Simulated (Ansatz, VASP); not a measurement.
# One calculation of BiTe, two programs

```xyz
2
Lattice="0.0000 3.2027 3.2350 3.2027 0.0000 3.2350 3.2027 3.2027 0.0000" Properties=species:S:1:pos:R:3 pbc="T T T"
Bi    0.0000    0.0000    0.0000
Te    3.2027    3.2027    3.2350
```

Change from the starting cell: equal xx and yy strain of -1 %.

Alike in both runs: task single point; functional LDA; k mesh 10 × 10 × 10; occupations fermi-dirac, width 0.08 eV; no spin polarisation.

|  | VASP | Ansatz |
| --- | --- | --- |
| version | VASP 6.6.1 | Ansatz 0.2.0 |
| potentials or method | VASP PAW LDA potentials, release 64 (Bi_d, Te), cutoff 520 eV | all-electron LAPW, scalar-relativistic |

|  | VASP | Ansatz | Ansatz less VASP |
| --- | --- | --- | --- |
| pressure (GPa) | -1.8 | -1.8 | -0.05 |
| traceless stress, the component that is largest in VASP (GPa) | -0.48 | -0.48 | +0.001 |

LDA's correlation is that of Perdew and Zunger in VASP and of Perdew and Wang (1992) in Ansatz. Ansatz ran all-electron here, and VASP with PAW potentials.

Spin-orbit coupling is off throughout.
